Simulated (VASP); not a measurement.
Ge, 2 atoms in the cell. Symmetry: P6_3/mmc, No. 194, hexagonal system. The conventional cell has a = 2.974 Å, b = 2.974 Å, c = 4.984 Å, α = 90.00°, β = 90.00°, γ = 120.00°. Within 3.9 Å of Ge (site symmetry -6m2) lie 12 Ge at 2.97 to 3.03 Å. The cell was generated, and may not be a known phase.

* Program: VASP 6.6.1
* Task: relaxation of cell and atoms
* Functional: PBE
* Potentials or basis: VASP PAW PBE potentials, release 64 (Ge_d)
* Cutoff: 600 eV
* k mesh: 24 × 24 × 12
* Occupations: gaussian, width 0.1 eV
* Spin: no spin polarisation
* Dipole correction: no
* Further INCAR settings: ALGO = Normal; EDIFF = 1e-06; IBRION = 2; EDIFFG = -0.01; NSW = 100; ISIF = 3

Potentials or basis: VASP PAW PBE potentials, release 64 (Ge_d).

The run is started by

```bash
$ cat potpaw_PBE.64/Ge_d/POTCAR > POTCAR
$ mpirun -np 1 vasp_std > vasp.out
```

Hardware: 1 thread of Intel(R) Xeon(R) Platinum 8488C (Sapphire Rapids), on a shared host.

How long does it take, and how much memory?

It took 9.1 min on 1 thread of Intel(R) Xeon(R) Platinum 8488C (Sapphire Rapids), on a shared host, peak memory 0.39 GiB. Counts: scf iterations 33, k points 427, ion steps 5.
